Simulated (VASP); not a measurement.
Wanted: the native input for a VASP 6.6.1 run.

- Task: single point
- Functional: PBE
- Potentials or basis: VASP PAW PBE potentials, release 64 (Nb_sv)
- Cutoff: 520 eV
- k mesh: 11 × 11 × 11
- Occupations: gaussian, width 0.05 eV
- Spin: no spin polarisation
- Dipole correction: no
- Further INCAR settings: ALGO = Normal; EDIFF = 1e-07; NBANDS = 12

The structure of Nb lies in POSCAR:

```
Nb
1.0
    0.0000000000      2.1150000000      2.1150000000
    2.1150000000      0.0000000000      2.1150000000
    2.1150000000      2.1150000000      0.0000000000
Nb
1
Direct
    0.0000000000      0.0000000000      0.0000000000
```

These files were run (other wordings do the same):

INCAR

```
PREC     = Accurate       # precision mode
ENCUT    = 520            # plane-wave cutoff, eV
EDIFF    = 1E-7           # SCF threshold, eV
ISMEAR   = 0              # smearing method
SIGMA    = 0.05           # smearing width, eV
LREAL    = F              # projectors in reciprocal space
LASPH    = T              # aspherical terms in the spheres
NELM     = 60             # most SCF steps
ALGO     = Normal         # electronic algorithm
ISIF     = 2              # what is computed and relaxed
LWAVE    = F              # write WAVECAR
LCHARG   = T              # write CHGCAR
GGA      = PE             # functional
LELF     = T              # ELF
LVHAR    = T            
NBANDS   = 12             # bands
```

KPOINTS

```
Automatic mesh
0
Gamma
  11 11 11
```

Potentials or basis: VASP PAW PBE potentials, release 64 (Nb_sv).

Command:

```console
$ cat potpaw_PBE.64/Nb_sv/POTCAR > POTCAR
$ mpirun -np 1 vasp_std > vasp.out
```

It gave:

* Pressure: -2.2 GPa

Wall time 12 s on 1 thread of Intel(R) Xeon(R) Platinum 8259CL CPU @ 2.50GHz (Skylake/Cascade Lake), with other jobs on the host, peak memory 0.14 GiB.
